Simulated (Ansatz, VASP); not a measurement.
SiC in VASP and in Ansatz

INCAR

```
  ALGO = Normal
  EDIFF = 1E-6
  ENCUT = 520
  GGA = PE
  ISIF = 2
  ISMEAR = 0
  LASPH = T
  LCHARG = F
  LREAL = F
  LWAVE = F
  NBANDS = 36
  NELM = 60
  PREC = Accurate
  SIGMA = 0.05
```

File KPOINTS:

```
k-points
0
Gamma
  12 12 2
```

File POSCAR:

```
SiC
1.0
    3.0692496138      0.0000000000      0.0000000000
   -1.5346248069      2.6580481361      0.0000000000
    0.0000000000      0.0000000000     15.0602705466
Si C
6 6
Direct
    0.0000000000      0.0000000000      0.1250405817
    0.0000000000      0.0000000000      0.6250393361
    0.3333333333      0.6666666667      0.2918410209
    0.6666666667      0.3333333333      0.7917935669
    0.3333333333      0.6666666667      0.9583303597
    0.6666666667      0.3333333333      0.4582887901
    0.0000000000      0.0000000000      0.9987138814
    0.0000000000      0.0000000000      0.5006630044
    0.3333333333      0.6666666667      0.1677389114
    0.6666666667      0.3333333333      0.6659201616
    0.3333333333      0.6666666667      0.8342543950
    0.6666666667      0.3333333333      0.3323759906
```

Input for Ansatz:

```yaml
crystal:
  lattice:
    - [3.0692496138, 0.0, 0.0]
    - [-1.5346248069, 2.6580481361, 0.0]
    - [0.0, 0.0, 15.0602705466]
  atoms:
    - { symbol: Si, position: [0.0, 0.0, 0.1250405817] }
    - { symbol: Si, position: [0.0, 0.0, 0.6250393361] }
    - { symbol: Si, position: [0.3333333333, 0.6666666667, 0.2918410209] }
    - { symbol: Si, position: [0.6666666667, 0.3333333333, 0.7917935669] }
    - { symbol: Si, position: [0.3333333333, 0.6666666667, 0.9583303597] }
    - { symbol: Si, position: [0.6666666667, 0.3333333333, 0.4582887901] }
    - { symbol: C, position: [0.0, 0.0, 0.9987138814] }
    - { symbol: C, position: [0.0, 0.0, 0.5006630044] }
    - { symbol: C, position: [0.3333333333, 0.6666666667, 0.1677389114] }
    - { symbol: C, position: [0.6666666667, 0.3333333333, 0.6659201616] }
    - { symbol: C, position: [0.3333333333, 0.6666666667, 0.834254395] }
    - { symbol: C, position: [0.6666666667, 0.3333333333, 0.3323759906] }
basis:
  ecutwfc: 520.0
kpoints:
  mp_grid: { grid: [12, 12, 2] }
hamiltonian:
  xc: pbe
  pseudopotentials: { kind: paw, azcp: { folder: soft_1 } }
scf:
  occupations: { method: gaussian, width: 0.05 }
output:
  forces: true
  stress: true
  eigenvalues: true
  write_density: true
  write_potential: true
  elf: true
  volumetric_format: npy
```

Change from the starting cell: mode 32 frozen in at -0.015 Å, equal normal strain along x, y and z -0.0083.

Alike in both runs: task single point; functional PBE; k mesh 12 × 12 × 2; occupations gaussian, width 0.05 eV; no spin polarisation.

|  | VASP | Ansatz |
| --- | --- | --- |
| version | VASP 6.6.1 | Ansatz 0.2.0 |
| potentials or method | VASP PAW PBE potentials, release 64 (Si, C), cutoff 520 eV | scalar-relativistic, plane waves, PAW |
| valence electrons in the cell | 48 | 48 |

Ansatz gave:

| Quantity | Value |
| --- | --- |
| gap on the k mesh at the Fermi level (eV) | 2.02 |
| least direct gap on the mesh (eV) | 3.13 |
| pressure (GPa) | 5.6 |
| rms of the force components (eV/Å) | 0.179 |

**Question.** What did VASP give for the same quantities?

**Answer.** gap on the k mesh at the Fermi level (eV): 2.02; least direct gap on the mesh (eV): 3.12; pressure (GPa): 5.6; rms of the force components (eV/Å): 0.179.

Atom by atom the forces differ by 0.001 eV/Å (rms over components).
